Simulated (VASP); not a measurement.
A run of VASP 6.6.1:

File INCAR:

```
ALGO = Normal ; EDIFF = 1E-6
ENCUT = 520 ; GGA = PE
ISIF = 2 ; ISMEAR = 0
LASPH = True ; LCHARG = False
LREAL = False ; LWAVE = False
NBANDS = 25 ; NELM = 100
PREC = Accurate ; SIGMA = 0.02
```

File KPOINTS:

```
k-points
0
Gamma
  12 12 6
```

File POSCAR:

```
NaGaF2
1.0
    3.3415011744      0.0000000000      0.0000000000
   -1.6707505872      2.8938249038      0.0000000000
    0.0000000000      0.0000000000      6.2857303107
Na Ga F
1 1 2
Direct
    0.0000000000      0.0000000000      0.0000000000
    0.0000000000      0.0000000000      0.5000000000
    0.3333333333      0.6666666667      0.7831586533
    0.6666666667      0.3333333333      0.2168413467
```

Potentials or basis: VASP PAW PBE potentials, release 64 (Na_pv, Ga_d, F).

Command:

```sh
$ cat potpaw_PBE.64/Na_pv/POTCAR potpaw_PBE.64/Ga_d/POTCAR potpaw_PBE.64/F/POTCAR > POTCAR
$ mpirun -np 1 vasp_std > vasp.out
```

Hardware: 1 thread of Oxide Virtual Turin-like Processor, on a shared host.

Q: Estimate the wall time of this run.

A: Wall time 110 s on 1 thread of Oxide Virtual Turin-like Processor, on a shared host, peak memory 0.25 GiB. Counts: scf iterations 13, k points 100.
